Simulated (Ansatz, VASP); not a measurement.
One calculation of BN, two programs

```
B N
1.0
     0.00000    1.84365    1.80750
     1.84365    0.00000    1.80750
     1.84365    1.84365    0.00000
B N
1 1
Cartesian
  0.0000 0.0000 0.0000
  2.7655 2.7655 2.7113
```

Change from the starting cell: equal xx and yy strain of +2 %.

Alike in both runs: task single point; functional LDA; k mesh 11 × 11 × 11; occupations fermi-dirac, width 0.02 eV; no spin polarisation.

|  | VASP | Ansatz |
| --- | --- | --- |
| version | VASP 6.6.1 | Ansatz 0.2.0 |
| potentials or method | VASP PAW LDA potentials, release 64 (B, N), cutoff 520 eV | all-electron LAPW, scalar-relativistic |

|  | VASP | Ansatz | Ansatz less VASP |
| --- | --- | --- | --- |
| gap on the k mesh at the Fermi level (eV) | 4.06 | 4.07 | +0.008 |
| pressure (GPa) | -23.5 | -24.2 | -0.66 |
| traceless stress, the component that is largest in VASP (GPa) | 7.61 | 7.62 | +0.010 |

LDA's correlation is that of Perdew and Zunger in VASP and of Perdew and Wang (1992) in Ansatz. Ansatz ran all-electron here, and VASP with PAW potentials.
